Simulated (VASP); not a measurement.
HfN:

```
CELL_PARAMETERS angstrom
2.82503 0.00000 0.00000
0.00000 2.82503 0.00000
0.00000 0.00000 2.82503
ATOMIC_POSITIONS crystal
Hf 0.50000 0.50000 0.50000
N 0.00000 0.00000 0.00000
```

Base run:

```yaml
Program: VASP 6.6.1
Functional: PBE
Potentials_or_basis: VASP PAW PBE potentials, release 64 (Hf_pv, N)
Cutoff: 520 eV
k_mesh: 9 × 9 × 9
Occupations: fermi-dirac, width 0.05 eV
Spin: no spin polarisation
```

Its results: pressure -2.5 GPa.

**Question.** The run is repeated on the same cell with these changes: k mesh from 9 × 9 × 9 to 5 × 5 × 5. What comes out?

**Answer.** Pressure -3.1 GPa.

Caveats: some runs use coarse meshes.
